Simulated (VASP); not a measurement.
# CsCd (Pm-3m) in VASP: a series of runs

CsCd is run at these levels: PBE; tasks: single point, relaxation of cell and atoms.

Program: VASP 6.6.1. These are calculated values, not measurements. Logs are shortened: lines on timing, memory, paths and dates and some standing lists are left out, and cuts for length are marked.

## (1) The cell of the first run

Symmetry: Pm-3m, No. 221, cubic system. Conventional cell: a = 4.643 Å, b = 4.643 Å, c = 4.643 Å, α = 90.00°, β = 90.00°, γ = 90.00°. Within 5.3 Å of Cs (site symmetry m-3m) lie 8 Cd at 4.02 Å and 6 Cs at 4.64 Å. Cd (site symmetry m-3m) has 8 Cs at 4.02 Å and 6 Cd at 4.64 Å within 5.3 Å.

## (2) Single point, PBE

INCAR

```
PREC = Accurate
ENCUT = 520
EDIFF = 1E-7
ISMEAR = 0
SIGMA = 0.1
LREAL = False
LASPH = True
NELM = 60
ALGO = Normal
ISIF = 2
LWAVE = False
LCHARG = True
GGA = PE
LELF = True
LVHAR = True
NBANDS = 18
```

KPOINTS

```
regular mesh
0
Gamma
  4 4 4
```

POSCAR

```
CsCd
1.0
    4.6434233615      0.0000000000      0.0000000000
    0.0000000000      4.6434233615      0.0000000000
    0.0000000000      0.0000000000      4.6434233615
Cs Cd
1 1
Direct
    0.0000000000      0.0000000000      0.0000000000
    0.5000000000      0.5000000000      0.5000000000
```

Potentials or basis: VASP PAW PBE potentials, release 64 (Cs_sv, Cd).

The run is started by

```console
$ cat potpaw_PBE.64/Cs_sv/POTCAR potpaw_PBE.64/Cd/POTCAR > POTCAR
$ mpirun -np 1 vasp_std > vasp.out
```

OUTCAR:

```text
PREC = Accurate
   ENCUT = 520
   EDIFF = 1E-7
   ISMEAR = 0
   LREAL = False
   LASPH = True
   NELM = 60
   ISIF = 2
   GGA = PE

 ion  position               nearest neighbor table
   1  0.000  0.000  0.000-
   2  0.500  0.500  0.500-

  LATTYP: Found a simple cubic cell.
 ALAT       =     4.6434233615

  Lattice vectors:

 A1 = (   4.6434233615,   0.0000000000,   0.0000000000)
 A2 = (   0.0000000000,   4.6434233615,   0.0000000000)
 A3 = (   0.0000000000,   0.0000000000,   4.6434233615)

Analysis of symmetry for initial positions (statically):
=====================================================================
 Subroutine PRICEL returns:
 Original cell was already a primitive cell.

 Routine SETGRP: Setting up the symmetry group for a
 simple cubic supercell.

 Subroutine GETGRP returns: Found 48 space group operations
 (whereof 48 operations were pure point group operations)
 out of a pool of 48 trial point group operations.

The static configuration has the point symmetry O_h .

Analysis of symmetry for dynamics (positions and initial velocities):
=====================================================================
 Subroutine PRICEL returns:
 Original cell was already a primitive cell.

 Routine SETGRP: Setting up the symmetry group for a
 simple cubic supercell.

 Subroutine GETGRP returns: Found 48 space group operations
 (whereof 48 operations were pure point group operations)
 out of a pool of 48 trial point group operations.

The dynamic configuration has the point symmetry O_h .

 Subroutine INISYM returns: Found 48 space group operations
 (whereof 48 operations are pure point group operations),
 and found     1 'primitive' translations

----------------------------------------------------------------------------------------

                                     Primitive cell

  volume of cell :     100.1186

  direct lattice vectors                    reciprocal lattice vectors
     4.643423362  0.000000000  0.000000000     0.215358351  0.000000000  0.000000000
     0.000000000  4.643423362  0.000000000     0.000000000  0.215358351  0.000000000
     0.000000000  0.000000000  4.643423362     0.000000000  0.000000000  0.215358351

  length of vectors
     4.643423362  4.643423362  4.643423362     0.215358351  0.215358351  0.215358351

[... 60 lines left out ...]
   LNONCOLLINEAR =      F non collinear calculations
   LSORBIT =      F    spin-orbit coupling
   LASPH  =      T    aspherical Exc in radial PAW
   ENCUT  =  520.0 eV  38.22 Ry    6.18 a.u.   8.63  8.63  8.63*2*pi/ulx,y,z
   NELM   =     60;   NELMIN=  2; NELMDL= -5     # of ELM steps
   EDIFF  = 0.1E-06   stopping-criterion for ELM
   LREAL  =      F    real-space projection
   EDIFFG = 0.1E-05   stopping-criterion for IOM
   NSW    =      0    number of steps for IOM
   IBRION =     -1    ionic relax: 0-MD 1-quasi-New 2-CG
   NFREE  =      0    steps in history (QN), initial steepest desc. (CG)
   ISIF   =      2    stress and relaxation
   ISYM   =      2    0-nonsym 1-usesym 2-fastsym
   POTIM  = 0.5000    time-step for ionic-motion
   TEBEG  =    0.0;   TEEND  =   0.0 temperature during run
   PSTRESS=    0.0 pullay stress
   NELECT =      21.0000    total number of electrons
   NUPDOWN=      -1.0000    fix difference up-down
   EMIN   =  10.00;   EMAX   =-10.00  energy-range for DOS
   EFERMI =   0.00;   METHOD = LEGACY
   ISMEAR =     0;   SIGMA  =   0.10  broadening in eV -4-tet -1-fermi 0-gaus
   EFERMI_NEDOS =   21; number of points for ismear=-14 and -15
   IALGO  =     38    algorithm
   IMIX   =      4    mixing-type and parameters
     AMIX     =   0.40;   BMIX     =  1.00
     AMIX_MAG =   1.60;   BMIX_MAG =  1.00
  volume/ion in A,a.u.               =      50.06       337.82
  Fermi-wavevector in a.u.,A,eV,Ry     =   0.972694  1.838125 12.872934  0.946134
  Thomas-Fermi vector in A             =   2.103013
   LORBIT       =      0    0 simple, 1 ext, 2 COOP (PROOUT), +10 PAW based schemes
   GGA     = PE    functional components
   LHFCALC =     F    Hartree Fock is set to
   AEXX    =    0.0000 exact exchange contribution
   IVDW    =     0    specifies the selected vdW correction
   LEPSILON=     F    determine dielectric tensor
   LRPA    =     F    only Hartree local field effects (RPA)
 non-spin polarized calculation
 Gauss-broadening in eV      SIGMA  =   0.10
  energy-cutoff  :      520.00
  volume of cell :      100.12
 maximum number of plane-waves:      2730
 NGX is ok and might be reduce to    36
   NGX = 17   NGY = 17   NGZ = 17

 number of electron      20.9999996 magnetization

 Free energy of the ion-electron system (eV)
  ---------------------------------------------------
  ext. energy  EPLUGINS =         0.00000000
  ---------------------------------------------------
  free energy    TOTEN  =        -1.57561069 eV

  energy without entropy =       -1.56820943  energy(sigma->0) =       -1.57191006

 E-fermi :   1.5137     XC(G=0):  -7.5912

 val. band max:        1.3429997193   @ k =   0.5000   0.2500   0.2500
 cond. band min:       1.5799553682   @ k =   0.5000   0.5000   0.2500
 fundamental gap:      0.2369556489
 Fermi energy:         1.5137327882

 k-point     1 :       0.0000    0.0000    0.0000
  band No.  band energies     occupation
      1     -21.6133      2.00000
      2      -8.3274      2.00000
      3      -8.3274      2.00000
      4      -8.3274      2.00000
      5      -7.4868      2.00000
      6      -7.4868      2.00000
[... 187 lines left out ...]
      5      -7.4101      2.00000
      6      -7.4101      2.00000
[... 10 lines left out ...]
     17       8.3081      0.00000
     18       8.3081      0.00000

------------------------ aborting loop because EDIFF is reached ----------------------------------------

  FORCE on cell =-STRESS in cart. coord.  units (eV):
  Direction    XX          YY          ZZ          XY          YZ          ZX
  --------------------------------------------------------------------------------------
  -------------------------------------------------------------------------------------
  Total        0.2454415      0.2454415      0.2454415      0.0000000      0.0000000     -0.0000000
  in kB        3.9277497      3.9277497      3.9277497      0.0000000      0.0000000     -0.0000000
  external PRESSURE =       3.9277497 kB  Pullay stress =       0.0000000 kB

 VOLUME and BASIS-vectors are now :
 -----------------------------------------------------------------------------
  energy-cutoff  :      520.00
  volume of cell :      100.12
      direct lattice vectors                 reciprocal lattice vectors
     4.643423362  0.000000000  0.000000000     0.215358351  0.000000000  0.000000000
     0.000000000  4.643423362  0.000000000     0.000000000  0.215358351  0.000000000
     0.000000000  0.000000000  4.643423362     0.000000000  0.000000000  0.215358351

 POSITION                                       TOTAL-FORCE (eV/Angst)
 -----------------------------------------------------------------------------------
      0.00000      0.00000      0.00000         0.000000      0.000000      0.000000
      2.32171      2.32171      2.32171         0.000000      0.000000      0.000000
 -----------------------------------------------------------------------------------
    total drift:                                0.000000      0.000000      0.000000

  FREE ENERGIE OF THE ION-ELECTRON SYSTEM (eV)
  ---------------------------------------------------
  free  energy   TOTEN  =        -1.5756106891 eV

  energy  without entropy=       -1.5682094289  energy(sigma->0) =       -1.57191006
```

It took 14 s on 1 thread of Intel Xeon Platinum 8375C at 2.90GHz (Ice Lake), shared host; peak memory 0.21 GiB.

Results:

| Property | Result |
| --- | --- |
| Free energy | -1.5756 eV |
| Pressure | 0.4 GPa |

Levels at points of the mesh, in eV from the Fermi level:
| k point | band 7 | band 8 | band 9 | band 10 | band 11 | band 12 | band 13 | band 14 |
| --- | --- | --- | --- | --- | --- | --- | --- | --- |
| (0.00, 0.00, 0.00) | -8.96 | -8.96 | -8.96 | -4.53 | 1.68 | 1.68 | 3.03 | 3.03 |
| (0.50, 0.00, 0.00) | -8.94 | -8.92 | -8.92 | -3.19 | -1.18 | 2.04 | 2.04 | 2.26 |
| (0.50, 0.50, 0.00) | -8.98 | -8.97 | -8.92 | -3.25 | 0.62 | 0.62 | 1.72 | 3.84 |
| (0.50, 0.50, 0.50) | -8.90 | -8.90 | -8.90 | -2.20 | -0.37 | -0.37 | -0.37 | 4.92 |

Caveat: spin-orbit coupling is left out, which moves the levels of the heavy elements.

## (3) Relaxation of cell and atoms, PBE

This run uses another cell than the first one, of 35.59 Å³/atom, 0.711 times its volume.

INCAR

```
SYSTEM = CsCd
  ALGO = Fast
  EDIFF = 1E-6
  EDIFFG = -0.04
  ENCUT = 600
  GGA = PE
  IBRION = 2
  ISIF = 3
  ISMEAR = 0
  LASPH = .True.
  LCHARG = .False.
  LREAL = .False.
  LWAVE = .False.
  NELM = 60
  NSW = 90
  PREC = Accurate
  SIGMA = 0.1
```

KPOINTS

```
k-points
0
Gamma
  4 4 4
  0 0 0
```

POSCAR

```
CsCd
1.0
    4.1442467714      0.0000000000      0.0000000000
    0.0000000000      4.1442467714      0.0000000000
    0.0000000000      0.0000000000      4.1442467714
Cs Cd
1 1
Direct
    0.0000000000      0.0000000000      0.0000000000
    0.5000000000      0.5000000000      0.5000000000
```

Potentials or basis: VASP PAW PBE potentials, release 64 (Cs_sv, Cd).

The run is started by

```console
$ cat potpaw_PBE.64/Cs_sv/POTCAR potpaw_PBE.64/Cd/POTCAR > POTCAR
$ mpirun -np 1 vasp_std > vasp.out
```

Run time: 40 s. Hardware: 1 thread of Intel Xeon Platinum 8375C at 2.90GHz (Ice Lake), shared host; peak memory 0.21 GiB.

Results (log left out):

```yaml
Free_energy: -1.5768 eV
Relaxed_volume: 52.03 Å³/atom
Relaxed_cell: a = 4.704 Å, b = 4.704 Å, c = 4.704 Å, α = 90.00°, β = 90.00°, γ = 90.00°
Space_group_after_relaxing_to_0.05_Å: Pm-3m (No. 221)
Energy_gained_by_relaxing: 232.8 meV/atom
Ionic_steps: 4
Pressure_after_relaxing: 0.1 GPa
```

Step by step:
```tsv
step	energy change (eV)	largest force (eV/Å)	pressure (GPa)	volume (Å³)
1	0.0000	0.0000	6.11	71.18
2	-0.3590	0.0000	2.15	86.08
3	-0.4554	0.0000	0.57	98.35
4	-0.4657	0.0000	0.05	104.06
```

Final structure:
```
Cs Cd
1.0
     4.70355    0.00000    0.00000
     0.00000    4.70355    0.00000
     0.00000    0.00000    4.70355
Cs Cd
1 1
Cartesian
  0.0000 0.0000 0.0000
  2.3518 2.3518 2.3518
```

Levels at points of the mesh, in eV from the Fermi level:
| k point | band 7 | band 8 | band 9 | band 10 | band 11 | band 12 | band 13 | band 14 |
| --- | --- | --- | --- | --- | --- | --- | --- | --- |
| (0.00, 0.00, 0.00) | -8.97 | -8.97 | -8.97 | -4.47 | 1.67 | 1.67 | 2.92 | 2.92 |
| (0.50, 0.00, 0.00) | -8.95 | -8.94 | -8.94 | -3.23 | -1.16 | 2.00 | 2.00 | 2.24 |
| (0.50, 0.50, 0.00) | -8.99 | -8.98 | -8.94 | -3.23 | 0.56 | 0.56 | 1.67 | 3.76 |
| (0.50, 0.50, 0.50) | -8.93 | -8.93 | -8.93 | -2.26 | -0.33 | -0.33 | -0.33 | 4.72 |

Caveat: the k points lie up to 0.33 Å⁻¹ apart in the final cell; the volume moved by over 15 % at a fixed basis, so the end points are rough; spin-orbit coupling is left out, which moves the levels of the heavy elements.
